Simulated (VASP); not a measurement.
Ti3WN4, 8 atoms in the cell. It takes space group Pm-3m (No. 221, cubic). Conventional cell: a = 4.269 Å, b = 4.269 Å, c = 4.269 Å, α = 90.00°, β = 90.00°, γ = 90.00°. Ti (site symmetry 4/mmm) has 6 N at 2.13 Å within 2.8 Å. W (site symmetry m-3m) has 6 N at 2.13 Å within 2.8 Å. Within 2.8 Å of N (site symmetry 4/mmm) lie 4 Ti at 2.13 Å and 2 W at 2.13 Å. Within 2.8 Å of N (site symmetry m-3m) lie 6 Ti at 2.13 Å. 

| Quantity | Value |
| --- | --- |
| Program | VASP 6.6.1 |
| Task | single point |
| Functional | PBE |
| Potentials or basis | VASP PAW PBE potentials, release 64 (Ti_sv, W_sv, N) |
| Cutoff | 600 eV |
| k mesh | 4 × 4 × 4 |
| Occupations | gaussian, width 0.1 eV |
| Spin | collinear spin |
| Starting moments | [-1.0, -1.0, 1.0, 0.0, 0.0, 0.0, 0.0, 0.0] μB |
| Dipole correction | no |
| Further INCAR settings | ALGO = Normal; EDIFF = 1e-06; NBANDS = 49 |

Potentials or basis: VASP PAW PBE potentials, release 64 (Ti_sv, W_sv, N).

Launch:

```console
$ cat potpaw_PBE.64/Ti_sv/POTCAR potpaw_PBE.64/W_sv/POTCAR potpaw_PBE.64/N/POTCAR > POTCAR
$ mpirun -np 1 vasp_std > vasp.out
```

Hardware: 1 thread of Oxide Virtual Turin-like Processor (shared host).

Problem. Estimate the wall time of this run.

Solution. It took 4.7 min on 1 thread of Oxide Virtual Turin-like Processor, with other jobs on the host, peak memory 0.29 GiB. Counts: scf iterations 17, k points 18.
